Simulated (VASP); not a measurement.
A run of VASP 6.6.1 is set up as follows.

The input INCAR:

```
SYSTEM = MnO2
PREC = Accurate
ENCUT = 700
EDIFF = 1E-6
ISMEAR = -1
SIGMA = 0.05
LREAL = .FALSE.
LASPH = .TRUE.
NELM = 200
ALGO = Normal
ISIF = 2
LWAVE = .FALSE.
LCHARG = .FALSE.
ISPIN = 2
MAGMOM = 4 0 0
LORBIT = 11
LMAXMIX = 4
GGA = CA
NBANDS = 24
GGA_COMPAT = .FALSE.
```

KPOINTS

```
regular mesh
0
G
  11 11 11
  0 0 0
```

Contents of POSCAR:

```
MnO2
1.0
    1.4091292993      0.8135611802      4.5219789117
   -1.4091292993      0.8135611802      4.5219789117
    0.0000000000     -1.6271223606      4.5219789117
Mn O
1 2
Direct
    0.0000000000      0.0000000000      0.0000000000
    0.7356355100      0.7356355100      0.7356355100
    0.2643644900      0.2643644900      0.2643644900
```

Potentials or basis: VASP PAW LDA potentials, release 64 (Mn_sv, O).

Launch:

```console
$ cat potpaw_LDA.64/Mn_sv/POTCAR potpaw_LDA.64/O/POTCAR > POTCAR
$ mpirun -np 1 vasp_std > vasp.out
```

**Question.** Estimate the pressure.

**Answer.** -0.3 GPa.

**Question.** Estimate the net moment.

**Answer.** 3.00 μB per cell.

Forces in eV/Å, atoms in the order of the input:
```
Mn   0.000  0.000  0.000
O    0.000  0.000  0.074
O    0.000  0.000 -0.074
```

Caveat: a cell with one magnetic atom can't hold antiferromagnetic order, which such compounds often take.
